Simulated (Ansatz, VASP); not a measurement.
## Two plane-wave programs on SrO

The input INCAR:

```
PREC = Accurate
ENCUT = 600
EDIFF = 1E-6
ISMEAR = -1
SIGMA = 0.05
LREAL = False
LASPH = True
NELM = 200
ALGO = Normal
ISIF = 2
LWAVE = False
LCHARG = True
MAGMOM = 0 0 0 0 0 0
LORBIT = 11
LSORBIT = True
GGA_COMPAT = False
LORBMOM = True
LVHAR = True
NBANDS = 28
```

File KPOINTS:

```
regular mesh
0
Gamma
  7 7 7
```

Contents of POSCAR:

```
SrO
1.0
    0.0000000000      2.5663000000      2.5663000000
    2.5663000000      0.0000000000      2.5663000000
    2.5663000000      2.5663000000      0.0000000000
Sr O
1 1
Direct
    0.5000000000      0.5000000000      0.5000000000
    0.0000000000      0.0000000000      0.0000000000
```

The input input.yaml:

```yaml
crystal:
  lattice:
    - [0.0, 2.5663, 2.5663]
    - [2.5663, 0.0, 2.5663]
    - [2.5663, 2.5663, 0.0]
  atoms:
    - { symbol: Sr, position: [0.5, 0.5, 0.5] }
    - { symbol: O, position: [0.0, 0.0, 0.0] }
hamiltonian:
  xc: lda
  pseudopotentials: { kind: paw_fr }
magnetization:
  noncollinear: true
  spin_orbit: true
kpoints:
  mp_grid: { grid: [7, 7, 7] }
  band_path:
    path:
      - [[0.0, 0.0, 0.0], [0.5, 0.0, 0.5], [0.5, 0.25, 0.75], [0.375, 0.375, 0.75], [0.0, 0.0, 0.0], [0.5, 0.5, 0.5], [0.625, 0.25, 0.625], [0.5, 0.25, 0.75], [0.5, 0.5, 0.5], [0.375, 0.375, 0.75]]
      - [[0.625, 0.25, 0.625], [0.5, 0.0, 0.5]]
    npoints: 14
scf:
  occupations: { method: fermi_dirac, width: 0.05 }
  n_extra_bands: 6
output:
  forces: true
  stress: true
  eigenvalues: true
  fatbands: false
  write_density: true
  write_potential: true
  elf: true
  volumetric_format: npy
```

Alike in both runs: functional LDA; k mesh 7 × 7 × 7; occupations fermi-dirac, width 0.05 eV; non-collinear spin, spin-orbit coupling.

```csv
,VASP,Ansatz
version,VASP 6.6.1,Ansatz 0.2.0
potentials or method,"VASP PAW LDA potentials, release 64 (Sr_sv, O)",Ansatz PAW
plane-wave cutoff (eV),600,420
valence electrons in the cell,16,16
task,single point,band structure
```

```csv
,VASP,Ansatz,Ansatz less VASP
pressure (GPa),-3.3,-3.8,-0.55
net moment per atom (μB),0.00,0.00,0.000
```

LDA's correlation is that of Perdew and Zunger in VASP and of Perdew and Wang (1992) in Ansatz.

Noted on Ansatz's run: the k mesh misses the band edges, so the gap on the mesh is wider than the one along the path.
